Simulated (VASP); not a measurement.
Set up this calculation in VASP 6.6.1, as the native input.

| Property | Result |
| --- | --- |
| Task | single point |
| Functional | LDA |
| Potentials or basis | VASP PAW LDA potentials, release 64 (Ni) |
| Cutoff | 520 eV |
| k mesh | 12 × 7 × 10 |
| Occupations | fermi-dirac, width 0.1 eV |
| Spin | collinear spin |
| Starting moments | [0.0, 2.0] μB |
| Dipole correction | no |
| Further INCAR settings | ALGO = Normal; EDIFF = 1e-06; NBANDS = 21; ISYM = 0 |

The structure of Ni lies in POSCAR:

```
Ni
1.0
    0.0000000000     -1.7675000000     -1.7675000000
   -3.5350000000     -1.7675000000     -1.7675000000
    0.0000000000      1.7675000000     -1.7675000000
Ni
2
Direct
    0.0000000000      0.0000000000      0.0000000000
    0.0000000000      0.5000000000      0.5000000000
```

These files were run (other wordings do the same):

INCAR

```
  ALGO = Normal
  EDIFF = 1E-6
  ENCUT = 520
  ISIF = 2
  ISMEAR = -1
  ISPIN = 2
  ISYM = 0
  LASPH = True
  LCHARG = False
  LMAXMIX = 4
  LORBIT = 11
  LREAL = False
  LWAVE = False
  MAGMOM = 0 2
  NBANDS = 21
  NELM = 150
  PREC = Accurate
  SIGMA = 0.1
```

KPOINTS

```
k-points
0
Gamma
  12 7 10
```

Potentials or basis: VASP PAW LDA potentials, release 64 (Ni).

The run is started by

```bash
$ cat potpaw_LDA.64/Ni/POTCAR > POTCAR
$ mpirun -np 1 vasp_std > vasp.out
```

It gave:

```
Pressure                                              : -18.8 GPa
Net moment                                            : 1.17 μB per cell
Site moments                                          : Ni +0.59 μB
Valence electrons inside the program's atomic spheres : Ni 9.29
```

Caveat: the cell stands under tension.

It took 7.3 min on 1 thread of Oxide Virtual Turin-like Processor (shared host), peak memory 0.31 GiB.
